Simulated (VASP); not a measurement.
Write the native input for VASP 6.6.1 that does the following.

```yaml
Task: relaxation of the atoms
Functional: PBE
Dispersion: D3(BJ)
Potentials_or_basis: VASP PAW PBE potentials, release 64 (B, N)
Cutoff: 520 eV
k_mesh: 12 × 12 × 1
Occupations: gaussian, width 0.05 eV
Spin: no spin polarisation
Dipole_correction: yes
Further_INCAR_settings: ALGO = Normal; EDIFF = 1e-06; IBRION = 2; EDIFFG = -0.04; NSW = 60
```

The structure of BN lies in POSCAR:

```
BN
1.0
    2.5017062500      0.0000000000      0.0000000000
    1.2492946900      2.1674401800      0.0000000000
    0.0000000000      0.0000000000     23.4953159053
B N
2 2
Direct
    0.4999513500      0.4999513500      0.4256167502
    0.9999513500      0.9999513500      0.5743832498
    0.8333486600      0.8333486600      0.4256167502
    0.3333486600      0.3333486600      0.5743832498
```

The input as run:

INCAR

```
ALGO = Normal ; DIPOL = 0.5 0.5 0.500
EDIFF = 1E-6 ; EDIFFG = -0.04
ENCUT = 520 ; GGA = PE
IBRION = 2 ; IDIPOL = 3
ISIF = 2 ; ISMEAR = 0
IVDW = 12 ; LASPH = True
LCHARG = False ; LDIPOL = True
LREAL = False ; LWAVE = False
NELM = 80 ; NSW = 60
PREC = Accurate ; SIGMA = 0.05
```

KPOINTS

```
k-points
0
Gamma
  12 12 1
```

Potentials or basis: VASP PAW PBE potentials, release 64 (B, N).

The run is started by

```sh
$ cat potpaw_PBE.64/B/POTCAR potpaw_PBE.64/N/POTCAR > POTCAR
$ mpirun -np 1 vasp_std > vasp.out
```

Results of the run:

```json
{"Largest force after relaxing": "0.025 eV/Å", "Band gap on the k mesh": "4.29 eV (least direct gap 4.49 eV)", "Dispersion energy per atom": "-0.103 eV"}
```

Caveat: the relaxation stopped at its first step, so nothing moved.

Wall time 59 s on 1 thread of Intel(R) Xeon(R) Platinum 8488C (Sapphire Rapids), on a shared host, peak memory 0.28 GiB.
